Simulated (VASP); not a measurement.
# KCl (Fm-3m) in VASP: further runs, part 3 of 3

VASP 6.6.1. The steps go on from the part before.

## Step 5: Vibrations by perturbation theory, PBEsol

This run uses another cell than the first one, of 30.41 Å³/atom.

Contents of INCAR:

```
SYSTEM = KCl
PREC = Accurate
ENCUT = 520
EDIFF = 1E-8
ISMEAR = 0
SIGMA = 0.01
LREAL = .FALSE.
LASPH = .TRUE.
NELM = 60
ALGO = Normal
ISIF = 2
LWAVE = .FALSE.
LCHARG = .TRUE.
GGA = PS
NBANDS = 15
IBRION = 8
NSW = 1
```

Contents of KPOINTS:

```
Automatic mesh
0
G
  6 6 6
  0 0 0
```

Contents of POSCAR:

```
KCl
1.0
    0.0000000000      3.1212780693      3.1212780693
    3.1212780693      0.0000000000      3.1212780693
    3.1212780693      3.1212780693      0.0000000000
K Cl
1 1
Direct
    0.0000000000      0.0000000000      0.0000000000
    0.5000000000      0.5000000000      0.5000000000
```

Potentials or basis: VASP PAW PBE potentials, release 64 (K_sv, Cl).

The run is started by

```sh
> cat potpaw_PBE.64/K_sv/POTCAR potpaw_PBE.64/Cl/POTCAR > POTCAR
> mpirun -np 1 vasp_std > vasp.out
```

OUTCAR:

```text
SYSTEM = KCl
   PREC = Accurate
   ENCUT = 520
   EDIFF = 1E-8
   ISMEAR = 0
   LREAL = .FALSE.
   LASPH = .TRUE.
   NELM = 60
   ISIF = 2
   GGA = PS
   IBRION = 8
   NSW = 1

 ion  position               nearest neighbor table
   1  0.000  0.000  0.000-   2 3.12   2 3.12   2 3.12   2 3.12   2 3.12   2 3.12
   2  0.500  0.500  0.500-   1 3.12   1 3.12   1 3.12   1 3.12   1 3.12   1 3.12

  LATTYP: Found a face centered cubic cell.
 ALAT       =     6.2425561386

  Lattice vectors:

 A1 = (   0.0000000000,   3.1212780693,   3.1212780693)
 A2 = (   3.1212780693,   0.0000000000,   3.1212780693)
 A3 = (   3.1212780693,   3.1212780693,   0.0000000000)

Analysis of symmetry for initial positions (statically):
=====================================================================
 Subroutine PRICEL returns:
 Original cell was already a primitive cell.

 Routine SETGRP: Setting up the symmetry group for a
 face centered cubic supercell.

 Subroutine GETGRP returns: Found 48 space group operations
 (whereof 48 operations were pure point group operations)
 out of a pool of 48 trial point group operations.

The static configuration has the point symmetry O_h .

Analysis of symmetry for dynamics (positions and initial velocities):
=====================================================================
 Subroutine PRICEL returns:
 Original cell was already a primitive cell.

 Routine SETGRP: Setting up the symmetry group for a
 face centered cubic supercell.

 Subroutine GETGRP returns: Found 48 space group operations
 (whereof 48 operations were pure point group operations)
[... 463 lines left out ...]
    total drift:                                0.000000      0.000000      0.000000

  FREE ENERGIE OF THE ION-ELECTRON SYSTEM (eV)
  ---------------------------------------------------
  free  energy   TOTEN  =        -7.0231471198 eV

  energy  without entropy=       -7.0231471198  energy(sigma->0) =       -7.02314712

[... ionic steps 2 to 3 ...]

--------------------------------------- Ionic step        4  -------------------------------------------

------------------------ aborting loop because EDIFF is reached ----------------------------------------

[... ionic steps 5 to 6 ...]

--------------------------------------- Ionic step        7  -------------------------------------------

 Free energy of the ion-electron system (eV)
  ---------------------------------------------------
  ---------------------------------------------------
  free energy    TOTEN  =        -0.19807158 eV

  energy without entropy =       -0.19807158

------------------------ aborting loop because EDIFF is reached ----------------------------------------

 INTERNAL STRAIN TENSOR  FOR ION    2  DIRECTION 1   (eV/Angst):
 -----------------------------------------------------------------------------
     0.00916 -0.00000  0.00000
    -0.00000 -0.00369  0.00000
     0.00000  0.00000 -0.00369

 INTERNAL STRAIN TENSOR FOR ION    2 for displacements in x,y,z  (eV/Angst):
          X           Y           Z          XY          YZ          ZX
  --------------------------------------------------------------------------------
  x     0.00000     0.00000     0.00000     0.00000     0.00000     0.00000
  y     0.00000     0.00000     0.00000     0.00000     0.00000     0.00000
  z     0.00000     0.00000     0.00000     0.00000     0.00000     0.00000

 SECOND DERIVATIVES (NOT SYMMETRIZED)
 ------------------------------------
               1X          1Y          1Z          2X          2Y          2Z
  1X    -1.344289    0.000000    0.000000    1.344289    0.000000    0.000000
  1Y     0.000000   -1.344289    0.000000    0.000000    1.344289    0.000000
  1Z     0.000000    0.000000   -1.344289    0.000000    0.000000    1.344289
  2X     1.347353    0.000000    0.000000   -1.347353    0.000000    0.000000
  2Y     0.000000    1.347353    0.000000    0.000000   -1.347353    0.000000
  2Z     0.000000    0.000000    1.347353    0.000000    0.000000   -1.347353

 Eigenvectors and eigenvalues of the dynamical matrix
 ----------------------------------------------------

   1 f  =    4.206099 THz    26.427698 2PiTHz  140.300354 cm-1    17.395019 meV
             X         Y         Z           dx          dy          dz
      0.000000  0.000000  0.000000     0.000000    0.689192    0.000000
      3.121278  3.121278  3.121278     0.000000   -0.724579    0.000000
[... 21 lines left out ...]
   6 f/i=    0.002391 THz     0.015022 2PiTHz    0.079748 cm-1     0.009887 meV
             X         Y         Z           dx          dy          dz
      0.000000  0.000000  0.000000     0.000000    0.000000    0.724579
      3.121278  3.121278  3.121278     0.000000    0.000000    0.689192

--------------------------------------------------------------------------------------------------------

 ELASTIC MODULI CONTR FROM IONIC RELAXATION (kBar)
 Direction    XX          YY          ZZ          XY          YZ          ZX
 --------------------------------------------------------------------------------
 XX           0.0000      0.0000      0.0000      0.0000      0.0000      0.0000
 YY           0.0000      0.0000      0.0000      0.0000      0.0000      0.0000
 ZZ           0.0000      0.0000      0.0000      0.0000      0.0000      0.0000
 XY           0.0000      0.0000      0.0000      0.0000      0.0000      0.0000
 YZ           0.0000      0.0000      0.0000      0.0000      0.0000      0.0000
 ZX           0.0000      0.0000      0.0000      0.0000      0.0000      0.0000
 --------------------------------------------------------------------------------
```

OSZICAR:

```text
N       E                     dE             d eps       ncg     rms          rms(c)
DAV:   1     0.103689768402E+03    0.10369E+03   -0.72843E+03   480   0.970E+02
DAV:   2    -0.457882840721E+00   -0.10415E+03   -0.95958E+02   629   0.236E+02
DAV:   3    -0.701767510997E+01   -0.65598E+01   -0.65258E+01   655   0.520E+01
DAV:   4    -0.726514367094E+01   -0.24747E+00   -0.24744E+00   757   0.929E+00
[... 45 lines left out ...]
RMM:   9    -0.198072190762E+00   -0.12442E-05   -0.28113E-06  2015   0.459E-04    0.123E-04
RMM:  10    -0.198071730692E+00    0.46007E-06    0.77837E-06  1943   0.209E-04    0.343E-05
RMM:  11    -0.198071605584E+00    0.12511E-06   -0.15725E-06  2038   0.959E-05    0.996E-06
RMM:  12    -0.198071586422E+00    0.19162E-07    0.10254E-07  2095   0.429E-05    0.763E-06
RMM:  13    -0.198071577796E+00    0.86256E-08   -0.54859E-08  1985   0.220E-05    0.459E-06
 Linear response finished
```

stdout:

```text
POSCAR found type information on POSCAR K Cl
 POSCAR found :  2 types and       2 ions
 scaLAPACK will be used
 -----------------------------------------------------------------------------
|                                                                             |
|                                                                             |
|     You enforced a specific xc type in the INCAR file but a different       |
|     I HOPE YOU KNOW WHAT YOU ARE DOING!                                     |
|                                                                             |
 -----------------------------------------------------------------------------

 LDA part: xc-table for (Slater+PW92), standard interpolation
 POSCAR, INCAR and KPOINTS ok, starting setup
 FFT: planning ... GRIDC
 FFT: planning ... GRID_SOFT
 FFT: planning ... GRID
 WAVECAR not read
 entering main loop
 Linear response reoptimize wavefunctions to high precision
 Linear response DOF=           2
 Linear response progress:
 first order change of Fermi-energy   0.14627E-04
 force on displaced ion       1 direction 1 :  -1.344   0.000   0.000
 Linear response progress:
 first order change of Fermi-energy   0.14642E-03
 force on displaced ion       2 direction 1 :  -1.347   0.000   0.000
 Linear response finished
```

It took 2.4 min on 1 thread of Intel Xeon Platinum 8259CL at 2.50GHz (Skylake/Cascade Lake), shared host; peak memory 0.27 GiB.

Results:

* Highest phonon frequency at Γ, LO-TO splitting left out: 140 cm⁻¹

Phonon frequencies in cm⁻¹ (negative: imaginary):
```
              q point        frequencies
(0.000, 0.000, 0.000)  0 0 0 140 140 140
```

Caveat: the PAW data sets were made with another functional, which shifts forces and pressure a little.

## Step 6: Vibrations by perturbation theory, PBEsol (31.02 Å³/atom)

This run uses another cell than the first one, of 31.02 Å³/atom.

Contents of INCAR:

```
PREC = Accurate
ENCUT = 520
EDIFF = 1E-8
ISMEAR = 0
SIGMA = 0.01
LREAL = F
LASPH = T
NELM = 60
ALGO = Normal
ISIF = 2
LWAVE = F
LCHARG = T
GGA = PS
NBANDS = 15
IBRION = 8
NSW = 1
```

Contents of KPOINTS:

```
Automatic mesh
0
Gamma
  6 6 6
```

Contents of POSCAR:

```
KCl
1.0
    0.0000000000      3.1419493874      3.1419493874
    3.1419493874      0.0000000000      3.1419493874
    3.1419493874      3.1419493874      0.0000000000
K Cl
1 1
Direct
    0.0000000000      0.0000000000      0.0000000000
    0.5000000000      0.5000000000      0.5000000000
```

Potentials or basis: VASP PAW PBE potentials, release 64 (K_sv, Cl).

The run is started by

```sh
> cat potpaw_PBE.64/K_sv/POTCAR potpaw_PBE.64/Cl/POTCAR > POTCAR
> mpirun -np 1 vasp_std > vasp.out
```

OUTCAR:

```text
PREC = Accurate
   ENCUT = 520
   EDIFF = 1E-8
   ISMEAR = 0
   LREAL = F
   LASPH = T
   NELM = 60
   ISIF = 2
   GGA = PS
   IBRION = 8
   NSW = 1

 ion  position               nearest neighbor table
   1  0.000  0.000  0.000-   2 3.14   2 3.14   2 3.14   2 3.14   2 3.14   2 3.14
   2  0.500  0.500  0.500-   1 3.14   1 3.14   1 3.14   1 3.14   1 3.14   1 3.14

  LATTYP: Found a face centered cubic cell.
 ALAT       =     6.2838987748

  Lattice vectors:

 A1 = (   0.0000000000,   3.1419493874,   3.1419493874)
[... 533 lines left out ...]
  1X    -1.211605    0.000000    0.000000    1.211605    0.000000    0.000000
  1Y     0.000000   -1.211605    0.000000    0.000000    1.211605    0.000000
  1Z     0.000000    0.000000   -1.211605    0.000000    0.000000    1.211605
  2X     1.222138    0.000000    0.000000   -1.222138    0.000000    0.000000
  2Y     0.000000    1.222138    0.000000    0.000000   -1.222138    0.000000
  2Z     0.000000    0.000000    1.222138    0.000000    0.000000   -1.222138

 Eigenvectors and eigenvalues of the dynamical matrix
 ----------------------------------------------------

   1 f  =    3.999844 THz    25.131759 2PiTHz  133.420424 cm-1    16.542017 meV
             X         Y         Z           dx          dy          dz
      0.000000  0.000000  0.000000    -0.499292    0.000000    0.473396
      3.141949  3.141949  3.141949     0.526604    0.000000   -0.499292
[... 21 lines left out ...]
   6 f/i=    0.008643 THz     0.054305 2PiTHz    0.288296 cm-1     0.035744 meV
             X         Y         Z           dx          dy          dz
      0.000000  0.000000  0.000000    -0.624203    0.338765    0.149040
      3.141949  3.141949  3.141949    -0.591829    0.321195    0.141310

--------------------------------------------------------------------------------------------------------

 ELASTIC MODULI CONTR FROM IONIC RELAXATION (kBar)
 Direction    XX          YY          ZZ          XY          YZ          ZX
 --------------------------------------------------------------------------------
 XX           0.0000      0.0000      0.0000      0.0000      0.0000      0.0000
 YY           0.0000      0.0000      0.0000      0.0000      0.0000      0.0000
 ZZ           0.0000      0.0000      0.0000      0.0000      0.0000      0.0000
 XY           0.0000      0.0000      0.0000      0.0000      0.0000      0.0000
 YZ           0.0000      0.0000      0.0000      0.0000      0.0000      0.0000
 ZX           0.0000      0.0000      0.0000      0.0000      0.0000      0.0000
 --------------------------------------------------------------------------------
```

OSZICAR:

```text
N       E                     dE             d eps       ncg     rms          rms(c)
DAV:   1     0.102975549208E+03    0.10298E+03   -0.70352E+03   480   0.951E+02
DAV:   2    -0.907509612145E+00   -0.10388E+03   -0.96940E+02   644   0.238E+02
DAV:   3    -0.707048874978E+01   -0.61630E+01   -0.61315E+01   669   0.511E+01
DAV:   4    -0.726933843768E+01   -0.19885E+00   -0.19882E+00   713   0.856E+00
[... 46 lines left out ...]
RMM:  11    -0.198215313417E+00    0.63454E-07   -0.15834E-06  2028   0.111E-04    0.886E-06
RMM:  12    -0.198215298006E+00    0.15412E-07    0.96810E-08  2099   0.555E-05    0.777E-06
RMM:  13    -0.198215315308E+00   -0.17302E-07   -0.58582E-08  1993   0.333E-05    0.278E-06
RMM:  14    -0.198215276730E+00    0.38578E-07    0.14373E-07  1904   0.233E-05    0.253E-06
RMM:  15    -0.198215268180E+00    0.85496E-08   -0.15403E-08  1913   0.184E-05    0.200E-06
 Linear response finished
```

Run time: 2.8 min. Hardware: 1 thread of Intel Xeon Platinum 8259CL at 2.50GHz (Skylake/Cascade Lake), shared host; peak memory 0.27 GiB.

Results:

```yaml
Highest_phonon_frequency_at_Γ_LO-TO_splitting_left_out: 133 cm⁻¹
```

Phonon frequencies in cm⁻¹ (negative: imaginary):
```csv
q point,frequencies
"(0.000, 0.000, 0.000)",0 0 0 133 133 133
```

Caveat: the PAW data sets were made with another functional, which shifts forces and pressure a little.
